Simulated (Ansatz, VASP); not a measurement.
# BiAuO3 in VASP and in Ansatz

```
CELL_PARAMETERS angstrom
5.82150 0.00000 0.00000
-2.91075 5.04157 0.00000
0.00000 0.00000 4.97361
ATOMIC_POSITIONS crystal
Bi 0.33333 0.66667 0.75000
Bi 0.66667 0.33333 0.25000
Au 0.00000 0.00000 0.50000
Au 0.00000 0.00000 0.00000
O 0.14600 0.29200 0.25000
O 0.85400 0.14600 0.75000
O 0.85400 0.70800 0.75000
O 0.14600 0.85400 0.25000
O 0.70800 0.85400 0.25000
O 0.29200 0.14600 0.75000
```

Alike in both runs: task single point; functional PBE; k mesh 6 × 6 × 4; occupations gaussian, width 0.1 eV; no spin polarisation.

|  | VASP | Ansatz |
| --- | --- | --- |
| version | VASP 6.6.1 | Ansatz 0.2.0 |
| potentials or method | VASP PAW PBE potentials, release 64 (Bi_d, Au, O), cutoff 520 eV | scalar-relativistic, plane waves, PAW |
| valence electrons in the cell | 88 | 104 |

|  | VASP | Ansatz | Ansatz less VASP |
| --- | --- | --- | --- |
| gap on the k mesh at the Fermi level (eV) | none | none | - |
| rms of the force components (eV/Å) | 2.000 | 1.912 | -0.0883 |

Atom by atom the forces differ by 0.088 eV/Å (rms over components). A gap of «none» marks a metal or a gap that the smearing closes. With one functional, cell and mesh, what is left measures potentials, basis and numerics. VASP's potentials hold 88 valence electrons a cell and Ansatz's 104, so a difference there can come from the potentials and not from the codes.

Spin-orbit coupling is off throughout.
